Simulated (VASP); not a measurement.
A run of VASP 6.6.1 is set up as follows.

INCAR

```
ALGO = Normal
EDIFF = 1E-6
ENCUT = 520
GGA = PS
ISIF = 2
ISMEAR = 0
IVDW = 12
LASPH = True
LCHARG = False
LREAL = False
LWAVE = False
NBANDS = 20
NELM = 60
PREC = Accurate
SIGMA = 0.05
```

The input KPOINTS:

```
k-points
0
Gamma
  12 12 12
```

Contents of POSCAR:

```
WS2
1.0
    1.5790003843      0.9116362969      6.1633300000
   -1.5790003843      0.9116362969      6.1633300000
    0.0000000000     -1.8232725938      6.1633300000
W S
1 2
Direct
    0.0629589316      0.0629589316     -0.1015803704
    0.7503000000      0.7503000000      0.7503000000
    0.5810000000      0.5810000000      0.5810000000
```

Potentials or basis: VASP PAW PBE potentials, release 64 (W_sv, S).

Command:

```sh
$ cat potpaw_PBE.64/W_sv/POTCAR potpaw_PBE.64/S/POTCAR > POTCAR
$ mpirun -np 1 vasp_std > vasp.out
```

(1) Predict the band gap on the k mesh.

(2) What does it give for the pressure?

(3) What does it give for the largest force?

(4) What does it give for the dispersion energy per atom?

Results:

(1) 0.37 eV (least direct gap 0.64 eV).

(2) 4.3 GPa.

(3) 8.062 eV/Å.

(4) -0.384 eV.

Caveat: the cell differs from its parent crystal (atom 1 (W) moved by (+0.300, +0.150) A along y and z); the cell stands under pressure; the PAW data sets were made with another functional, which shifts forces and pressure a little; spin-orbit coupling is left out, which moves the levels of the heavy elements.
